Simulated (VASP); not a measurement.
A run of VASP 6.6.1:

The input INCAR:

```
SYSTEM = Ag
PREC = Accurate ; ENCUT = 500
EDIFF = 1E-6 ; ISMEAR = 0
SIGMA = 0.1 ; LREAL = .FALSE.
LASPH = .TRUE. ; NELM = 120
ALGO = Normal ; ISIF = 2
LWAVE = .FALSE. ; LCHARG = .FALSE.
GGA = PS ; NBANDS = 12
GGA_COMPAT = .FALSE.
```

File KPOINTS:

```
regular mesh
0
G
  8 8 8
  0 0 0
```

The input POSCAR:

```
Ag
1.0
   -1.6135879156      1.6135879156      1.6135879156
    1.6135879156     -1.6135879156      1.6135879156
    1.6135879156      1.6135879156     -1.6135879156
Ag
1
Direct
    0.0000000000      0.0000000000      0.0000000000
```

Potentials or basis: VASP PAW PBE potentials, release 64 (Ag).

Run with:

```console
$ cat potpaw_PBE.64/Ag/POTCAR > POTCAR
$ mpirun -np 1 vasp_std > vasp.out
```

Hardware: 1 thread of Intel(R) Xeon(R) Platinum 8375C CPU @ 2.90GHz (Ice Lake), with other jobs on the host.

**Question.** Estimate the wall time of this run.

**Answer.** Run time: 7.7 s on 1 thread of Intel(R) Xeon(R) Platinum 8375C CPU @ 2.90GHz (Ice Lake) (shared host), peak memory 0.12 GiB. Counts: scf iterations 11, k points 29.
